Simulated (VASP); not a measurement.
A run of VASP 6.6.1:

File INCAR:

```
PREC = Accurate
ENCUT = 520
EDIFF = 1E-6
ISMEAR = -1
SIGMA = 0.02
LREAL = False
LASPH = True
NELM = 80
ALGO = Normal
ISIF = 2
LWAVE = False
LCHARG = False
NBANDS = 22
```

The input KPOINTS:

```
Automatic mesh
0
Gamma
  8 8 8
```

Contents of POSCAR:

```
Sb2Se3
1.0
    2.0131844321      1.1623125738      9.6638242303
   -2.0131844321      1.1623125738      9.6638242303
    0.0000000000     -2.3246251476      9.6638242303
Sb Se
2 3
Direct
    0.3980138049      0.3980138049      0.3980138049
    0.6019861951      0.6019861951      0.6019861951
    0.2152848338      0.2152848338      0.2152848338
    0.7847151662      0.7847151662      0.7847151662
    0.0000000000      0.0000000000      0.0000000000
```

Potentials or basis: VASP PAW LDA potentials, release 64 (Sb, Se).

Launch:

```sh
$ cat potpaw_LDA.64/Sb/POTCAR potpaw_LDA.64/Se/POTCAR > POTCAR
$ mpirun -np 1 vasp_std > vasp.out
```

Hardware: 1 thread of AMD EPYC 7R13 Processor (Zen 3), on a shared host.

Question: Estimate the wall time of this run.

Answer: Run time: 19 min on 1 thread of AMD EPYC 7R13 Processor (Zen 3), with other jobs on the host, peak memory 0.72 GiB. Counts: scf iterations 13, k points 65.
